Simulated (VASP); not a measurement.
Rh:

```
CELL_PARAMETERS angstrom
2.58690 0.00000 0.00000
-1.29345 2.24032 0.00000
0.00000 0.00000 2.41714
ATOMIC_POSITIONS crystal
Rh 0.00000 0.00000 0.00000
```

This isn't the form of Rh at room conditions, which is fcc.

| Item | Value |
| --- | --- |
| Program | VASP 6.6.1 |
| Task | relaxation of cell and atoms |
| Functional | PBEsol |
| Potentials or basis | VASP PAW PBE potentials, release 64 (Rh_pv) |
| Cutoff | 600 eV |
| k mesh | 9 × 9 × 8 |
| Occupations | gaussian, width 0.1 eV |
| Spin | no spin polarisation |

At the start: pressure 12.5 GPa; volume 14.01 Å³/atom.

Problem. How do energy, volume and symmetry change on relaxing?

Solution. Over 9 steps the energy falls by 38.6 meV/atom and the volume is 14.67 Å³/atom (+4.7 %); space group P6/mmm (No. 191, to 0.1 Å) before and after.

The path:
| step | energy change (eV) | largest force (eV/Å) | pressure (GPa) | volume (Å³) |
| --- | --- | --- | --- | --- |
| 1 | 0.0000 | 0.0000 | 12.47 | 14.01 |
| 2 | 0.0768 | 0.0000 | -19.09 | 16.31 |
| 3 | -0.0366 | 0.0000 | -1.91 | 14.78 |
| 4 | -0.0367 | 0.0000 | -1.47 | 14.75 |
| 5 | -0.0367 | 0.0000 | -1.20 | 14.73 |
| 6 | -0.0369 | 0.0000 | 1.81 | 14.57 |
| 7 | -0.0385 | 0.0000 | 0.38 | 14.65 |
| 8 | -0.0385 | 0.0000 | -0.54 | 14.70 |
| 9 | -0.0386 | 0.0000 | -0.05 | 14.67 |

Final structure:
```cif
data_structure
_symmetry_space_group_name_H-M 'P 1'
_symmetry_Int_Tables_number 1
_cell_length_a 2.5989
_cell_length_b 2.5989
_cell_length_c 2.5087
_cell_angle_alpha 90.000
_cell_angle_beta 90.000
_cell_angle_gamma 120.000
_cell_volume 14.67
loop_
_atom_site_label
_atom_site_type_symbol
_atom_site_fract_x
_atom_site_fract_y
_atom_site_fract_z
_atom_site_occupancy
Rh1 Rh 0.00000 0.00000 0.00000 1
```

Caveat: the PAW data sets were made with another functional, which shifts forces and pressure a little.
